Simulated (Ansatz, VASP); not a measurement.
# One calculation of Zr, two programs

INCAR

```
SYSTEM = Zr
PREC = Accurate
ENCUT = 520
EDIFF = 1E-6
ISMEAR = 0
SIGMA = 0.15
LREAL = .False.
LASPH = .True.
NELM = 60
ALGO = Fast
ISIF = 2
LWAVE = .False.
LCHARG = .False.
GGA = PS
NBANDS = 19
```

KPOINTS

```
regular mesh
0
Gamma
  18 18 10
  0 0 0
```

POSCAR

```
Zr
1.0
    3.2319982225      0.0000000000      0.0000000000
   -1.6159991112      2.7989925657      0.0000000000
    0.0000000000      0.0000000000      5.1470000000
Zr
2
Direct
    0.3601286885      0.7202573771      0.2208568098
    0.6666666667      0.3333333333      0.7500000000
```

Input for Ansatz:

```yaml
crystal:
  lattice:
    - [3.2319982225, 0.0, 0.0]
    - [-1.6159991112, 2.7989925657, 0.0]
    - [0.0, 0.0, 5.147]
  atoms:
    - { symbol: Zr, position: [0.3601286885, 0.7202573771, 0.2208568098] }
    - { symbol: Zr, position: [0.6666666667, 0.3333333333, 0.75] }
basis:
  ecutwfc: 420
kpoints:
  mp_grid: { grid: [18, 18, 10] }
hamiltonian:
  xc: pbesol
scf:
  occupations: { method: gaussian, width: 0.15 }
output:
  forces: true
  stress: true
  eigenvalues: true
  write_density: true
  write_potential: true
  elf: true
  volumetric_format: npy
```

Alike in both runs: task single point; functional PBEsol; k mesh 18 × 18 × 10; occupations gaussian, width 0.15 eV; no spin polarisation.

```csv
,VASP,Ansatz
version,VASP 6.6.1,Ansatz 0.2.0
potentials or method,"VASP PAW PBE potentials, release 64 (Zr_sv), cutoff 520 eV","scalar-relativistic, plane waves, PAW"
valence electrons in the cell,24,24
```

VASP gave:

* gap on the k mesh at the Fermi level (eV): none
* pressure (GPa): -2.5
* traceless stress, the component that is largest in VASP (GPa): -1.62
* rms of the force components (eV/Å): 0.386

Problem. Which values does Ansatz return?

Solution. gap on the k mesh at the Fermi level (eV): none; pressure (GPa): -2.6; traceless stress, the component that is largest in VASP (GPa): -1.62; rms of the force components (eV/Å): 0.385.

VASP's potentials were made for PBE, not for PBEsol. Atom by atom the forces differ by 0.001 eV/Å (rms over components). A gap of «none» marks a metal or a gap that the smearing closes.
